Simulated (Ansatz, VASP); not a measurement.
SrSi3: VASP beside Ansatz

```
CELL_PARAMETERS angstrom
6.66259 0.00000 0.00000
-3.33129 5.76997 0.00000
0.00000 0.00000 4.43268
ATOMIC_POSITIONS crystal
Sr 0.33333 0.66667 0.25000
Sr 0.66667 0.33333 0.75000
Si 0.87320 0.74639 0.25000
Si 0.12680 0.87320 0.75000
Si 0.25361 0.12680 0.25000
Si 0.12680 0.25361 0.75000
Si 0.87320 0.12680 0.25000
Si 0.74639 0.87320 0.75000
```

Alike in both runs: functional PBE; k mesh 3 × 3 × 4; occupations gaussian, width 0.1 eV; no spin polarisation.

Ansatz relaxed the structure, and its values are those at the end. VASP's run is a single point on that final structure, the one shown.

|  | VASP | Ansatz |
| --- | --- | --- |
| version | VASP 6.6.1 | Ansatz 0.2.0 |
| potentials or method | VASP PAW PBE potentials, release 64 (Sr_sv, Si), cutoff 520 eV | scalar-relativistic, plane waves, PAW |
| valence electrons in the cell | 44 | 44 |

```tsv
	VASP	Ansatz	Ansatz less VASP
gap on the k mesh at the Fermi level (eV)	none	none	-
pressure (GPa)	-0.1	-0.1	-0.06
rms of the force components (eV/Å)	0.015	0.006	-0.0091
```

A gap of «none» marks a metal or a gap that the smearing closes.

The k mesh is coarse, so the values compare programs but aren't converged.
